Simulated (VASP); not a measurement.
Input of a VASP 6.6.1 run:

The input INCAR:

```
SYSTEM = CoO
ALGO = Normal
EDIFF = 1E-6
EDIFFG = -0.01
ENCUT = 600
IBRION = 2
ISIF = 3
ISMEAR = -1
ISPIN = 2
LASPH = .True.
LCHARG = .False.
LMAXMIX = 4
LORBIT = 11
LREAL = .False.
LWAVE = .False.
MAGMOM = 2 0
NELM = 150
NSW = 60
PREC = Accurate
SIGMA = 0.05
```

The input KPOINTS:

```
k-points
0
Gamma
  10 10 10
  0 0 0
```

Contents of POSCAR:

```
CoO
1.0
    1.6022198417      0.9250420569      2.5664708903
   -1.6022198417      0.9250420569      2.5664708903
    0.0000000000     -1.8500841138      2.5664708903
Co O
1 1
Direct
    0.9989783200      0.9989783200      0.9989783200
    0.7510210300      0.7510210300      0.7510210300
```

Potentials or basis: VASP PAW LDA potentials, release 64 (Co, O).

The run is started by

```sh
$ cat potpaw_LDA.64/Co/POTCAR potpaw_LDA.64/O/POTCAR > POTCAR
$ mpirun -np 1 vasp_std > vasp.out
```

**Question.** Predict the net moment.

**Answer.** 1.57 μB per cell.

**Question.** Predict the site moments.

**Answer.** Co +1.38; O +0.15 μB.

Stress tensor (GPa, compression positive):
```
-0.06  0.00  0.00
 0.00 -0.06  0.00
 0.00  0.00  0.12
```

Caveat: a cell with one magnetic atom can't hold antiferromagnetic order, which such compounds often take.
